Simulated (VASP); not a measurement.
Write the native input for VASP 6.6.1 that does the following.

```
Task                   : single point
Functional             : PBE
Potentials or basis    : VASP PAW PBE potentials, release 64 (Si, C)
Cutoff                 : 520 eV
k mesh                 : 12 × 12 × 12
Occupations            : gaussian, width 0.05 eV
Spin                   : no spin polarisation
Dipole correction      : no
Further INCAR settings : ALGO = Normal; EDIFF = 1e-06; NBANDS = 11
```

The structure of SiC lies in POSCAR:

```
SiC
1.0
    0.0000000000      2.0615388414      2.0615388414
    2.0615388414      0.0000000000      2.0615388414
    2.1762978369      2.1762978369     -0.1147589955
Si C
1 1
Direct
    0.0000000000      0.0000000000      0.0000000000
    0.7500000000      0.7500000000      0.7500000000
```

The input as run:

INCAR

```
SYSTEM = SiC
ALGO = Normal
EDIFF = 1E-6
ENCUT = 520
GGA = PE
ISIF = 2
ISMEAR = 0
LASPH = .TRUE.
LCHARG = .FALSE.
LREAL = .FALSE.
LWAVE = .FALSE.
NBANDS = 11
NELM = 80
PREC = Accurate
SIGMA = 0.05
```

KPOINTS

```
k-points
0
G
  12 12 12
  0 0 0
```

Potentials or basis: VASP PAW PBE potentials, release 64 (Si, C).

Launch:

```console
$ cat potpaw_PBE.64/Si/POTCAR potpaw_PBE.64/C/POTCAR > POTCAR
$ mpirun -np 1 vasp_std > vasp.out
```

It gave:

| Quantity | Value |
| --- | --- |
| Pressure | 28.2 GPa |
| Largest force | 0.903 eV/Å |
| Band gap on the k mesh | 0.96 eV, indirect (least direct gap 4.06 eV) |

Run time: 36 s on 1 thread of AMD EPYC 7R43 64-Core Processor (Zen 3), on a shared host, peak memory 0.12 GiB.
